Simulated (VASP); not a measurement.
Crystal: SiB3W.

```
Si B W
1.0
     3.35673    0.00000    0.00000
    -1.67837    2.90702    0.00000
     0.00000    0.00000    6.32065
Si B W
1 3 1
Direct
  0.00000 0.00000 0.00000
  0.50000 0.00000 0.00000
  0.00000 0.50000 0.00000
  0.50000 0.50000 0.00000
  0.00000 0.00000 0.50000
```

- Program: VASP 6.6.1
- Task: relaxation of cell and atoms
- Functional: PBE
- Potentials or basis: VASP PAW PBE potentials, release 64 (Si, B, W_sv)
- Cutoff: 500 eV
- k mesh: 6 × 6 × 4
- Occupations: gaussian, width 0.1 eV
- Spin: no spin polarisation

At the start: pressure 50.7 GPa; volume 12.34 Å³/atom.

Task: How do energy, volume and symmetry change on relaxing?

Result: Over 13 steps the energy falls by 1303.1 meV/atom and the volume is 12.32 Å³/atom (-0.1 %); space group P6/mmm (No. 191, to 0.05 Å).

Step by step:
```tsv
step	energy change (eV)	largest force (eV/Å)	pressure (GPa)	volume (Å³)
1	0.0000	0.0000	50.66	61.68
2	-1.9278	0.0000	-23.12	100.07
3	-3.9680	0.0000	-10.35	79.95
4	-3.9752	0.0000	-9.25	79.22
5	-3.9756	0.0000	-8.61	78.81
6	-5.1036	0.0000	-9.59	72.36
7	-6.4595	0.0000	-4.02	63.49
8	-6.3559	0.0000	5.14	59.43
9	-6.5128	0.0000	-1.40	62.13
10	-6.5130	0.0000	-0.67	61.78
11	-6.5136	0.0000	1.21	61.04
12	-6.5149	0.0000	0.37	61.37
13	-6.5154	0.0000	-0.16	61.61
```

Final structure:
```yaml
crystal:
  lattice:
    - [3.90758, 0.00000, 0.00000]
    - [-1.95379, 3.38406, 0.00000]
    - [0.00000, 0.00000, 4.65881]
  atoms:
    - { symbol: Si, position: [0.00000, 0.00000, 0.00000] }
    - { symbol: B, position: [0.50000, 0.00000, 0.00000] }
    - { symbol: B, position: [0.00000, 0.50000, 0.00000] }
    - { symbol: B, position: [0.50000, 0.50000, 0.00000] }
    - { symbol: W, position: [0.00000, 0.00000, 0.50000] }
```

Caveat: the k points lie up to 0.34 Å⁻¹ apart in the final cell.
